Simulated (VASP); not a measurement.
Mg12H (a cell with a defect): single point with PBE

The system is Mg12H (a cell with a defect).

```
CELL_PARAMETERS angstrom
6.42000 0.00000 0.00000
-4.81500 8.33982 0.00000
0.00000 0.00000 5.21304
ATOMIC_POSITIONS crystal
Mg 0.99967 0.99958 0.99582
Mg 0.16245 0.21990 0.49716
Mg 0.99858 0.33164 0.99655
Mg 0.17226 0.54894 0.49998
Mg 0.00051 0.66612 0.01020
Mg 0.17369 0.90023 0.49945
Mg 0.50131 0.00030 0.99447
Mg 0.66868 0.22270 0.49564
Mg 0.49794 0.33077 0.99547
Mg 0.65347 0.55029 0.49990
Mg 0.50028 0.66644 0.99569
Mg 0.66755 0.88898 0.49394
H 0.00279 0.66804 0.42354
```

| Item | Value |
| --- | --- |
| Program | VASP 6.6.1 |
| Task | single point |
| Functional | PBE |
| Potentials or basis | VASP PAW PBE potentials, release 64 (Mg, H) |
| Cutoff | 520 eV |
| k mesh | 4 × 3 × 4 |
| Occupations | gaussian, width 0.15 eV |
| Spin | no spin polarisation |

The pressure is -0.1 GPa, the largest force is 0.114 eV/Å and the band gap on the k mesh is zero (an odd number of electrons rules out a gap without spin polarisation).

Forces in eV/Å, atoms in the order of the input:
```
Mg   0.000 -0.003  0.002
Mg   0.001  0.001  0.005
Mg   0.000  0.002  0.002
Mg  -0.010  0.004  0.026
Mg   0.000  0.003  0.022
Mg   0.002 -0.010  0.024
Mg  -0.001 -0.003  0.001
Mg  -0.001  0.003  0.002
Mg   0.001  0.001  0.001
Mg   0.010  0.003  0.026
Mg   0.000  0.001  0.002
Mg  -0.002 -0.003  0.000
H    0.000  0.001 -0.114
```

Stress tensor (GPa, compression positive):
```
-0.49 -0.36 -0.04
-0.36 -0.22 -0.08
-0.04 -0.08  0.29
```

Levels at points of the mesh, in eV from the Fermi level:
```csv
k point,band 8,band 9,band 10,band 11,band 12,band 13,band 14,band 15,band 16,band 17
"(0.00, 0.00, 0.00)",-1.83,-1.63,-0.80,-0.25,0.06,0.21,0.28,0.48,1.48,1.69
"(0.50, 0.00, 0.00)",-0.65,-0.62,-0.60,-0.43,-0.19,-0.17,-0.14,0.09,0.27,0.78
"(0.00, 0.00, 0.50)",-1.97,-1.91,-1.90,-1.45,-1.15,-0.64,-0.54,0.64,1.09,1.20
"(0.50, 0.00, 0.50)",-3.83,-1.80,-0.88,-0.81,-0.78,0.35,0.70,0.81,0.83,2.08
```

Run time: 11 min on 1 thread of AMD EPYC 7571 (shared host), peak memory 0.39 GiB.
